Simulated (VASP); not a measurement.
Write the native input for VASP 6.6.1 that does the following.

* Task: single point
* Functional: PBE
* Potentials or basis: VASP PAW PBE potentials, release 64 (Hf_pv, N)
* Cutoff: 520 eV
* k mesh: 11 × 11 × 11
* Occupations: fermi-dirac, width 0.1 eV
* Spin: no spin polarisation
* Dipole correction: no
* Further INCAR settings: ALGO = Normal; EDIFF = 1e-06; NBANDS = 14

The structure of HfN lies in POSCAR:

```
HfN
1.0
    0.0000000000      2.3288239405      2.3288239405
    2.3288239405      0.0000000000      2.3288239405
    2.3288239405      2.3288239405      0.0000000000
Hf N
1 1
Direct
    0.0000000000      0.0000000000      0.0000000000
    0.5000000000      0.5000000000      0.5000000000
```

One way to write it, as run:

INCAR

```
SYSTEM = HfN
PREC     = Accurate       ! precision mode
ENCUT    = 520            ! plane-wave cutoff, eV
EDIFF    = 1E-6           ! SCF threshold, eV
ISMEAR   = -1             ! smearing method
SIGMA    = 0.1            ! smearing width, eV
LREAL    = .FALSE.        ! projectors in reciprocal space
LASPH    = .TRUE.         ! aspherical terms in the spheres
NELM     = 80             ! most SCF steps
ALGO     = Normal         ! electronic algorithm
ISIF     = 2              ! what is computed and relaxed
LWAVE    = .FALSE.        ! write WAVECAR
LCHARG   = .TRUE.         ! write CHGCAR
GGA      = PE             ! functional
LELF     = .TRUE.         ! ELF
LVHAR    = .TRUE.       
NBANDS   = 14             ! bands
```

KPOINTS

```
Automatic mesh
0
G
  11 11 11
  0 0 0
```

Potentials or basis: VASP PAW PBE potentials, release 64 (Hf_pv, N).

Command:

```console
$ cat potpaw_PBE.64/Hf_pv/POTCAR potpaw_PBE.64/N/POTCAR > POTCAR
$ mpirun -np 1 vasp_std > vasp.out
```

It gave:

* Pressure: -18.1 GPa

Wall time 37 s on 1 thread of AMD EPYC 7R13, on a shared host, peak memory 0.12 GiB.
